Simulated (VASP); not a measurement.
Wanted: the native input for a VASP 6.6.1 run.

```
Task                   : single point
Functional             : PBE
Potentials or basis    : VASP PAW PBE potentials, release 64 (Rb_sv)
Cutoff                 : 520 eV
k mesh                 : 2 × 2 × 2
Occupations            : methfessel-paxton, width 0.272114 eV
Spin                   : no spin polarisation
Dipole correction      : no
Further INCAR settings : ALGO = Normal; EDIFF = 1e-07; NBANDS = 10
```

The structure of Rb lies in POSCAR:

```
Rb
1.0
    0.0000000000      3.6398846700      3.6398846700
    3.6398846700      0.0000000000      3.6398846700
    3.6398846700      3.6398846700      0.0000000000
Rb
1
Direct
    0.0000000000      0.0000000000      0.0000000000
```

The input as run:

INCAR

```
PREC = Accurate ; ENCUT = 520
EDIFF = 1E-7 ; ISMEAR = 1
SIGMA = 0.27211386245988 ; LREAL = False
LASPH = True ; NELM = 80
ALGO = Normal ; ISIF = 2
LWAVE = False ; LCHARG = True
GGA = PE ; LELF = True
LVHAR = True ; NBANDS = 10
```

KPOINTS

```
Automatic mesh
0
Gamma
  2 2 2
```

Potentials or basis: VASP PAW PBE potentials, release 64 (Rb_sv).

Launch:

```console
$ cat potpaw_PBE.64/Rb_sv/POTCAR > POTCAR
$ mpirun -np 1 vasp_std > vasp.out
```

Results of the run:

The pressure is -0.2 GPa.

Caveat: the k points lie up to 0.75 Å⁻¹ apart.

Run time: 12 s on 1 thread of Intel Xeon 8259CL, on a shared host, peak memory 0.22 GiB.
